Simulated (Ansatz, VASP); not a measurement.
## Two plane-wave programs on BeBi2C2

```xyz
5
Lattice="4.3126 0.0000 0.0000 -2.1563 3.7348 0.0000 0.0000 0.0000 5.8371" Properties=species:S:1:pos:R:3 pbc="T T T"
Be    0.0000    0.0000    0.0000
Bi    0.0000    2.4899    1.7019
Bi    0.0000    2.4899    4.1352
C     0.0000    0.0000    4.0366
C     0.0000    0.0000    1.8006
```

Alike in both runs: task relaxation of cell and atoms; functional PBE; k mesh 6 × 6 × 4; occupations gaussian, width 0.1 eV; no spin polarisation.

```csv
,VASP,Ansatz
version,VASP 6.6.1,Ansatz 0.2.0
potentials or method,"VASP PAW PBE potentials, release 64 (Be, Bi_d, C), cutoff 600 eV","scalar-relativistic, plane waves, PAW"
valence electrons in the cell,40,40
```

Ansatz gave:

```
gap on the k mesh at the Fermi level, each at its own relaxed structure (eV) : 0.96
relaxed volume (Å³/atom)                                                     : 23.02
relaxed cell length with the largest relative difference (Å)                 : 10.210
```

Question: Estimate VASP's values.

Answer: gap on the k mesh at the Fermi level, each at its own relaxed structure (eV): 0.33; relaxed volume (Å³/atom): 21.05; relaxed cell length with the largest relative difference (Å): 9.219.

One of these differences is far larger than is usual between the two programs; its cause wasn't traced.

Spin-orbit coupling is off throughout.
